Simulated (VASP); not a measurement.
Set up this calculation in VASP 6.6.1, as the native input.

| Item | Value |
| --- | --- |
| Task | single point |
| Functional | PBE |
| Potentials or basis | VASP PAW PBE potentials, release 64 (Li_sv) |
| Cutoff | 520 eV |
| k mesh | 18 × 18 × 18 |
| Occupations | gaussian, width 0.1 eV |
| Spin | no spin polarisation |
| Dipole correction | no |
| Further INCAR settings | ALGO = Fast; EDIFF = 1e-07; NBANDS = 12 |

The structure of Li lies in POSCAR:

```
Li
1.0
   -1.4307290000      2.5289220000      4.2069141000
    1.4307290000     -2.5289220000      4.2069141000
    1.4307290000      2.5289220000     -4.2069141000
Li
3
Direct
    0.3248070000      0.8248070000      0.5000000000
    0.6751930000      0.1751930000      0.5000000000
    0.0000000000      0.0000000000      0.0000000000
```

The cell was generated, and may not be a known phase.

These files were run (other wordings do the same):

INCAR

```
PREC     = Accurate       # precision mode
ENCUT    = 520            # plane-wave cutoff, eV
EDIFF    = 1E-7           # SCF threshold, eV
ISMEAR   = 0              # smearing method
SIGMA    = 0.1            # smearing width, eV
LREAL    = F              # projectors in reciprocal space
LASPH    = T              # aspherical terms in the spheres
NELM     = 100            # most SCF steps
ALGO     = Fast           # electronic algorithm
ISIF     = 2              # what is computed and relaxed
LWAVE    = F              # write WAVECAR
LCHARG   = T              # write CHGCAR
GGA      = PE             # functional
LELF     = T              # ELF
LVHAR    = T            
NBANDS   = 12             # bands
```

KPOINTS

```
Automatic mesh
0
Gamma
  18 18 18
```

Potentials or basis: VASP PAW PBE potentials, release 64 (Li_sv).

Launch:

```bash
$ cat potpaw_PBE.64/Li_sv/POTCAR > POTCAR
$ mpirun -np 1 vasp_std > vasp.out
```

Results of the run:

- Band gap on the k mesh: zero (an odd number of electrons rules out a gap without spin polarisation)

Wall time 20 min on 1 thread of Intel Xeon 8259CL, on a shared host, peak memory 0.58 GiB.
